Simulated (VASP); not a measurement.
# Pb (I4/mmm) in VASP: notebook

Pb is run at these levels: LDA; tasks: single point.

All numbers are computed with VASP 6.6.1; they aren't measurements. Logs are shortened: lines on timing, memory, paths and dates and some standing lists are left out, and cuts for length are marked.

### 1 The cell of the first run

The structure is tetragonal, space group I4/mmm (No. 139). The conventional cell has a = 3.493 Å, b = 3.493 Å, c = 5.199 Å, α = 90.00°, β = 90.00°, γ = 90.00°. Pb (site symmetry 4/mmm) has 12 Pb at 3.49 to 3.59 Å within 4.6 Å.

### 2 Single point, LDA (strain +0.0525 x Voigt [1, 0, 0, 0, 0, 0])

INCAR

```
ALGO = Fast
EDIFF = 1E-7
ENCUT = 520
GGA = CA
ISIF = 2
ISMEAR = 0
LASPH = T
LCHARG = F
LREAL = F
LWAVE = F
NBANDS = 13
NELM = 60
PREC = Accurate
SIGMA = 0.15
```

KPOINTS

```
k-points
0
Gamma
  16 16 16
```

POSCAR

```
Pb
1.0
    0.0000000000      2.4698000000      2.4698000000
    2.5994645000      0.0000000000      2.4698000000
    2.5994645000      2.4698000000      0.0000000000
Pb
1
Direct
    0.0000000000      0.0000000000      0.0000000000
```

Potentials or basis: VASP PAW LDA potentials, release 64 (Pb_d).

Launch:

```sh
$ cat potpaw_LDA.64/Pb_d/POTCAR > POTCAR
$ mpirun -np 1 vasp_std > vasp.out
```

OUTCAR:

```text
EDIFF = 1E-7
   ENCUT = 520
   GGA = CA
   ISIF = 2
   ISMEAR = 0
   LASPH = T
   LREAL = F
   NELM = 60
   PREC = Accurate

 ion  position               nearest neighbor table
   1  0.000  0.000  0.000-

  LATTYP: Found a body centered tetragonal cell.
 ALAT       =     3.4928246563
 C/A-ratio  =     1.4884597744

  Lattice vectors:

 A1 = (   2.5994645000,   0.0000000000,   2.4698000000)
 A2 = (   2.5994645000,   0.0000000000,  -2.4698000000)
 A3 = (  -2.5994645000,   2.4698000000,   0.0000000000)

Analysis of symmetry for initial positions (statically):
=====================================================================
 Subroutine PRICEL returns:
 Original cell was already a primitive cell.

 Routine SETGRP: Setting up the symmetry group for a
 body centered tetragonal supercell.

 Subroutine GETGRP returns: Found 16 space group operations
 (whereof 16 operations were pure point group operations)
 out of a pool of 16 trial point group operations.

The static configuration has the point symmetry D_4h.

Analysis of symmetry for dynamics (positions and initial velocities):
=====================================================================
 Subroutine PRICEL returns:
 Original cell was already a primitive cell.

 Routine SETGRP: Setting up the symmetry group for a
 body centered tetragonal supercell.

 Subroutine GETGRP returns: Found 16 space group operations
 (whereof 16 operations were pure point group operations)
 out of a pool of 16 trial point group operations.

The dynamic configuration has the point symmetry D_4h.

 Subroutine INISYM returns: Found 16 space group operations
 (whereof 16 operations are pure point group operations),
 and found     1 'primitive' translations

----------------------------------------------------------------------------------------

                                     Primitive cell

  volume of cell :      31.7130

  direct lattice vectors                    reciprocal lattice vectors
     0.000000000  2.469800000  2.469800000    -0.192347308  0.202445542  0.202445542
     2.599464500  0.000000000  2.469800000     0.192347308 -0.202445542  0.202445542
     2.599464500  2.469800000  0.000000000     0.192347308  0.202445542 -0.202445542

  length of vectors
     3.492824656  3.585683718  3.585683718     0.344914311  0.344914311  0.344914311

  position of ions in fractional coordinates (direct lattice)
     0.000000000  0.000000000  0.000000000

  ion indices of the primitive-cell ions
   primitive index   ion index
                 1           1

----------------------------------------------------------------------------------------

 KPOINTS: k-points

Automatic generation of k-mesh.
 Grid dimensions read from file:
 generate k-points for:   16   16   16

 Generating k-lattice:

  Cartesian coordinates                     Fractional coordinates (reciprocal lattice)
    -0.012021707  0.012652846  0.012652846     0.062500000  0.000000000  0.000000000
     0.012021707 -0.012652846  0.012652846     0.000000000  0.062500000  0.000000000
     0.012021707  0.012652846 -0.012652846     0.000000000  0.000000000  0.062500000

  Length of vectors
     0.021557144  0.021557144  0.021557144

  Shift w.r.t. Gamma in fractional coordinates (k-lattice)
     0.000000000  0.000000000  0.000000000

 Subroutine IBZKPT returns following result:
 ===========================================

 Found    349 irreducible k-points:

 Following reciprocal coordinates:
            Coordinates               Weight
  0.000000  0.000000  0.000000      1.000000
  0.062500  0.000000  0.000000      8.000000
  0.125000  0.000000  0.000000      8.000000
  0.187500  0.000000  0.000000      8.000000
  0.250000  0.000000  0.000000      8.000000
  0.312500  0.000000  0.000000      8.000000
[... 16 lines left out ...]
 -0.125000  0.062500  0.000000     16.000000
 -0.062500  0.062500  0.000000      8.000000
 [... further k-points ...]
   k-points           NKPTS =    349   k-points in BZ     NKDIM =    349   number of bands    NBANDS=     13
   number of dos      NEDOS =    301   number of ions     NIONS =      1
   total plane-waves  NPLWV =  21952
   dimension x,y,z NGX =    28 NGY =   28 NGZ =   28
   dimension x,y,z NGXF=    56 NGYF=   56 NGZF=   56
   ions per type =               1
   NGX,Y,Z   is equivalent  to a cutoff of  13.33, 12.98, 12.98 a.u.
   NGXF,Y,Z  is equivalent  to a cutoff of  26.65, 25.96, 25.96 a.u.
 SYSTEM =  unknown system
   PREC   = accura    normal or accurate (medium, high low for compatibility)
   ISTART =      0    job   : 0-new  1-cont  2-samecut
   ICHARG =      2    charge: 1-file 2-atom 10-const
   ISPIN  =      1    spin polarized calculation?
   LNONCOLLINEAR =      F non collinear calculations
   LSORBIT =      F    spin-orbit coupling
   LASPH  =      T    aspherical Exc in radial PAW
   ENCUT  =  520.0 eV  38.22 Ry    6.18 a.u.   6.49  6.67  6.67*2*pi/ulx,y,z
   NELM   =     60;   NELMIN=  2; NELMDL= -5     # of ELM steps
   EDIFF  = 0.1E-06   stopping-criterion for ELM
   LREAL  =      F    real-space projection
   EDIFFG = 0.1E-05   stopping-criterion for IOM
   NSW    =      0    number of steps for IOM
   IBRION =     -1    ionic relax: 0-MD 1-quasi-New 2-CG
   NFREE  =      0    steps in history (QN), initial steepest desc. (CG)
   ISIF   =      2    stress and relaxation
   ISYM   =      2    0-nonsym 1-usesym 2-fastsym
   POTIM  = 0.5000    time-step for ionic-motion
   TEBEG  =    0.0;   TEEND  =   0.0 temperature during run
   PSTRESS=    0.0 pullay stress
   NELECT =      14.0000    total number of electrons
   NUPDOWN=      -1.0000    fix difference up-down
   EMIN   =  10.00;   EMAX   =-10.00  energy-range for DOS
   EFERMI =   0.00;   METHOD = LEGACY
   ISMEAR =     0;   SIGMA  =   0.15  broadening in eV -4-tet -1-fermi 0-gaus
   EFERMI_NEDOS =   21; number of points for ismear=-14 and -15
   IALGO  =     68    algorithm
   IMIX   =      4    mixing-type and parameters
     AMIX     =   0.40;   BMIX     =  1.00
     AMIX_MAG =   1.60;   BMIX_MAG =  1.00
  volume/ion in A,a.u.               =      31.71       214.01
  Fermi-wavevector in a.u.,A,eV,Ry     =   1.246537  2.355613 21.141459  1.553853
  Thomas-Fermi vector in A             =   2.380710
   LORBIT       =      0    0 simple, 1 ext, 2 COOP (PROOUT), +10 PAW based schemes
   GGA     = CA    functional components
   LHFCALC =     F    Hartree Fock is set to
   AEXX    =    0.0000 exact exchange contribution
   IVDW    =     0    specifies the selected vdW correction
   LEPSILON=     F    determine dielectric tensor
   LRPA    =     F    only Hartree local field effects (RPA)
 non-spin polarized calculation
 RMM-DIIS sequential band-by-band and
 Gauss-broadening in eV      SIGMA  =   0.15
  energy-cutoff  :      520.00
  volume of cell :       31.71
 maximum number of plane-waves:       885
 NGX is ok and might be reduce to    28
   NGX = 13   NGY = 13   NGZ = 13

 number of electron      14.0000004 magnetization

 Free energy of the ion-electron system (eV)
  ---------------------------------------------------
  ext. energy  EPLUGINS =         0.00000000
  ---------------------------------------------------
  free energy    TOTEN  =        -4.22406292 eV

  energy without entropy =       -4.21875604  energy(sigma->0) =       -4.22140948

 E-fermi :   6.5349     XC(G=0): -10.2426

 val. band max:        6.5268668943   @ k =   0.3750  -0.4375   0.0625
 cond. band min:       6.5379686717   @ k =   0.3750   0.1875   0.1250
 fundamental gap:      0.0111017774
 Fermi energy:         6.5348728164

 k-point     1 :       0.0000    0.0000    0.0000
  band No.  band energies     occupation
      1     -10.5085      2.00000
      2     -10.4478      2.00000
      3     -10.4478      2.00000
      4     -10.3708      2.00000
      5     -10.3193      2.00000
      6      -4.9583      2.00000
      7      13.4939      0.00000
      8      13.4939      0.00000
      9      13.5426      0.00000
     10      16.3371      0.00000
     11      17.4172      0.00000
     12      18.6519      0.00000
     13      18.7583      0.00000

 k-point     2 :       0.0625    0.0000    0.0000
  band No.  band energies     occupation
      1     -10.5039      2.00000
      2     -10.4470      2.00000
      3     -10.4430      2.00000
      4     -10.3701      2.00000
      5     -10.3206      2.00000
      6      -4.8867      2.00000
      7      12.6184      0.00000
      8      13.4115      0.00000
      9      13.4278      0.00000
     10      16.1095      0.00000
     11      17.8687      0.00000
     12      18.8434      0.00000
     13      18.9061      0.00000

 k-point     3 :       0.1250    0.0000    0.0000
  band No.  band energies     occupation
      1     -10.4932      2.00000
      2     -10.4454      2.00000
      3     -10.4309      2.00000
      4     -10.3654      2.00000
      5     -10.3226      2.00000
      6      -4.6717      2.00000
      7      10.8743      0.00000
      8      13.1059      0.00000
      9      13.2518      0.00000
     10      15.7944      0.00000
     11      18.5967      0.00000
     12      18.6980      0.00000
     13      19.3380      0.00000
[... 305 lines left out ...]
 k-point    23 :      -0.1250    0.0625    0.0000
  band No.  band energies     occupation
      1     -10.4932      2.00000
      2     -10.4384      2.00000
      3     -10.4221      2.00000
      4     -10.3684      2.00000
      5     -10.3166      2.00000
      6      -4.5115      2.00000
      7      10.2562      0.00000
      8      12.0794      0.00000
      9      13.4124      0.00000
     10      16.0158      0.00000
     11      17.9009      0.00000
     12      18.5239      0.00000
     13      19.0518      0.00000

 k-point    24 :      -0.0625    0.0625    0.0000
  band No.  band energies     occupation
      1     -10.5016      2.00000
      2     -10.4438      2.00000
      3     -10.4332      2.00000
      4     -10.3716      2.00000
      5     -10.3193      2.00000
      6      -4.7705      2.00000
      7      11.8558      0.00000
      8      12.6479      0.00000
      9      13.5387      0.00000
     10      16.0522      0.00000
     11      18.0927      0.00000
     12      18.6386      0.00000
     13      18.7940      0.00000

 [... further k-points ...]

------------------------ aborting loop because EDIFF is reached ----------------------------------------

  FORCE on cell =-STRESS in cart. coord.  units (eV):
  Direction    XX          YY          ZZ          XY          YZ          ZX
  --------------------------------------------------------------------------------------
  -------------------------------------------------------------------------------------
  Total       -0.8059182     -0.6861144     -0.6861144      0.0000000      0.0000000     -0.0000000
  in kB      -40.7159052    -34.6632790    -34.6632790      0.0000000      0.0000000     -0.0000000
  external PRESSURE =     -36.6808211 kB  Pullay stress =       0.0000000 kB

 VOLUME and BASIS-vectors are now :
 -----------------------------------------------------------------------------
  energy-cutoff  :      520.00
  volume of cell :       31.71
      direct lattice vectors                 reciprocal lattice vectors
     0.000000000  2.469800000  2.469800000    -0.192347308  0.202445542  0.202445542
     2.599464500  0.000000000  2.469800000     0.192347308 -0.202445542  0.202445542
     2.599464500  2.469800000  0.000000000     0.192347308  0.202445542 -0.202445542

 POSITION                                       TOTAL-FORCE (eV/Angst)
 -----------------------------------------------------------------------------------
      0.00000      0.00000      0.00000         0.000000      0.000000      0.000000
 -----------------------------------------------------------------------------------
    total drift:                               -0.000000     -0.000000     -0.000000

  FREE ENERGIE OF THE ION-ELECTRON SYSTEM (eV)
  ---------------------------------------------------
  free  energy   TOTEN  =        -4.2240629178 eV

  energy  without entropy=       -4.2187560382  energy(sigma->0) =       -4.22140948
```

Wall time 4.1 min (1 thread of Intel Xeon 8259CL, shared host); peak memory 0.25 GiB.

What came out:

| Quantity | Value |
| --- | --- |
| Free energy | -4.2241 eV |
| Pressure | -3.7 GPa |
| Band gap on the k mesh | zero (band 7 reaches 13.49 eV, above the bottom of band 8 at 4.78 eV) |

Levels at points of the mesh, in eV from the Fermi level:
| k point | band 4 | band 5 | band 6 | band 7 | band 8 | band 9 | band 10 | band 11 |
| --- | --- | --- | --- | --- | --- | --- | --- | --- |
| (0.00, 0.00, 0.00) | -16.91 | -16.85 | -11.49 | 6.96 | 6.96 | 7.01 | 9.80 | 10.88 |
| (0.50, 0.00, 0.00) | -16.77 | -16.75 | -8.13 | -4.00 | 4.80 | 5.66 | 8.94 | 9.34 |
| (0.50, 0.50, 0.00) | -16.75 | -16.70 | -6.65 | -2.99 | 1.59 | 1.93 | 5.15 | 6.41 |
| (0.00, 0.50, 0.50) | -16.73 | -16.73 | -7.19 | -3.37 | 2.35 | 2.35 | 5.70 | 6.92 |

Caveat: the cell differs from its parent crystal (strain +0.0525 x Voigt [1, 0, 0, 0, 0, 0]); spin-orbit coupling is left out, which moves the levels of the heavy elements.

### 3 Single point, LDA (strain -0.0300 x Voigt [1, 0, 0, 0, 0, 0])

INCAR

```
SYSTEM = Pb
ALGO     = Fast           ! electronic algorithm
EDIFF    = 1E-6           ! SCF threshold, eV
ENCUT    = 520            ! plane-wave cutoff, eV
GGA      = CA             ! functional
ISIF     = 2              ! what is computed and relaxed
ISMEAR   = 0              ! smearing method
LASPH    = .TRUE.         ! aspherical terms in the spheres
LCHARG   = .FALSE.        ! write CHGCAR
LREAL    = .FALSE.        ! projectors in reciprocal space
LWAVE    = .FALSE.        ! write WAVECAR
NBANDS   = 13             ! bands
NELM     = 60             ! most SCF steps
PREC     = Accurate       ! precision mode
SIGMA    = 0.15           ! smearing width, eV
```

KPOINTS

```
k-points
0
G
  16 16 16
  0 0 0
```

POSCAR

```
Pb
1.0
    0.0000000000      2.4698000000      2.4698000000
    2.3957060000      0.0000000000      2.4698000000
    2.3957060000      2.4698000000      0.0000000000
Pb
1
Direct
    0.0000000000      0.0000000000      0.0000000000
```

Potentials or basis: VASP PAW LDA potentials, release 64 (Pb_d).

Launch:

```sh
$ cat potpaw_LDA.64/Pb_d/POTCAR > POTCAR
$ mpirun -np 1 vasp_std > vasp.out
```

It took 4.2 min on 1 thread of Intel Xeon 8259CL, shared host; peak memory 0.24 GiB.

The run converged. Its results:

```
Free energy            : -4.2574 eV
Pressure               : -0.2 GPa
Band gap on the k mesh : zero (band 7 reaches 15.03 eV, above the bottom of band 8 at 5.61 eV)
```

Stress tensor (GPa, compression positive):
```
 0.21  0.00  0.00
 0.00 -0.44  0.00
 0.00  0.00 -0.44
```

Levels at points of the mesh, in eV from the Fermi level:
| k point | band 3 | band 4 | band 5 | band 6 | band 7 | band 8 | band 9 | band 10 | band 11 | band 12 |
| --- | --- | --- | --- | --- | --- | --- | --- | --- | --- | --- |
| (0.00, 0.00, 0.00) | -17.05 | -16.94 | -16.90 | -12.06 | 7.56 | 7.63 | 7.63 | 9.82 | 11.91 | 12.75 |
| (0.50, 0.00, 0.00) | -17.05 | -16.78 | -16.76 | -8.22 | -4.42 | 5.43 | 5.91 | 9.33 | 9.78 | 11.19 |
| (0.50, 0.50, 0.00) | -16.78 | -16.75 | -16.72 | -6.85 | -3.55 | 2.05 | 2.25 | 5.67 | 6.93 | 18.39 |
| (0.00, 0.50, 0.50) | -16.78 | -16.73 | -16.73 | -6.49 | -3.28 | 1.76 | 1.76 | 5.31 | 6.58 | 18.08 |

Caveat: the cell differs from its parent crystal (strain -0.0300 x Voigt [1, 0, 0, 0, 0, 0]); spin-orbit coupling is left out, which moves the levels of the heavy elements.

### 4 Single point, LDA (strain -0.0150 x Voigt [1, 0, 0, 0, 0, 0])

INCAR

```
SYSTEM = Pb
PREC     = Accurate       ! precision mode
ENCUT    = 520            ! plane-wave cutoff, eV
EDIFF    = 1E-7           ! SCF threshold, eV
ISMEAR   = 0              ! smearing method
SIGMA    = 0.15           ! smearing width, eV
LREAL    = .FALSE.        ! projectors in reciprocal space
LASPH    = .TRUE.         ! aspherical terms in the spheres
NELM     = 60             ! most SCF steps
ALGO     = Normal         ! electronic algorithm
ISIF     = 2              ! what is computed and relaxed
LWAVE    = .FALSE.        ! write WAVECAR
LCHARG   = .FALSE.        ! write CHGCAR
GGA      = CA             ! functional
NBANDS   = 13             ! bands
```

KPOINTS

```
Automatic mesh
0
G
  16 16 16
  0 0 0
```

POSCAR

```
Pb
1.0
    0.0000000000      2.4698000000      2.4698000000
    2.4327530000      0.0000000000      2.4698000000
    2.4327530000      2.4698000000      0.0000000000
Pb
1
Direct
    0.0000000000      0.0000000000      0.0000000000
```

Launch:

```sh
$ cat potpaw_LDA.64/Pb_d/POTCAR > POTCAR
$ mpirun -np 1 vasp_std > vasp.out
```

It took 3.6 min on 1 thread of Intel Xeon 8259CL, shared host; peak memory 0.24 GiB.

It converged, with:

```yaml
Free_energy: -4.2566 eV
Pressure: -1.1 GPa
Band_gap_on_the_k_mesh: zero (band 7 reaches 14.75 eV, above the bottom of band 8 at 5.49 eV)
```

Stress tensor (GPa, compression positive):
```
-0.87  0.00  0.00
 0.00 -1.14  0.00
 0.00  0.00 -1.14
```

Levels at points of the mesh, in eV from the Fermi level:
| k point | band 5 | band 6 | band 7 | band 8 | band 9 | band 10 |
| --- | --- | --- | --- | --- | --- | --- |
| (0.00, 0.00, 0.00) | -16.91 | -11.96 | 7.45 | 7.48 | 7.48 | 9.79 |
| (0.50, 0.00, 0.00) | -16.77 | -8.22 | -4.35 | 5.46 | 5.71 | 9.28 |
| (0.50, 0.50, 0.00) | -16.73 | -6.82 | -3.45 | 2.00 | 2.10 | 5.54 |
| (0.00, 0.50, 0.50) | -16.74 | -6.64 | -3.32 | 1.87 | 1.87 | 5.37 |

Caveat: the cell differs from its parent crystal (strain -0.0150 x Voigt [1, 0, 0, 0, 0, 0]); spin-orbit coupling is left out, which moves the levels of the heavy elements.

### 5 The runs side by side

```tsv
cell	gap on the mesh (eV)	pressure (GPa)
a = 3.493, b = 3.586, c = 3.586 Å, angles 58.3, 60.9, 60.9°, 1 atom	none	-3.7
a = 3.493, b = 3.441, c = 3.441 Å, angles 61.0, 59.5, 59.5°, 1 atom	none	-0.2
a = 3.493, b = 3.467, c = 3.467 Å, angles 60.5, 59.8, 59.8°, 1 atom	none	-1.1
```

Alike in all rows: task single point; level LDA; potentials or basis VASP PAW LDA potentials, release 64 (Pb_d); no spin polarisation; k mesh 16 × 16 × 16; cutoff (eV) 520; smearing gaussian 0.15 eV.

Caveats: spin-orbit coupling is left out, which moves the levels of the heavy elements.

Total energies depend on the potentials used, so only differences within one code and one set of settings carry meaning.
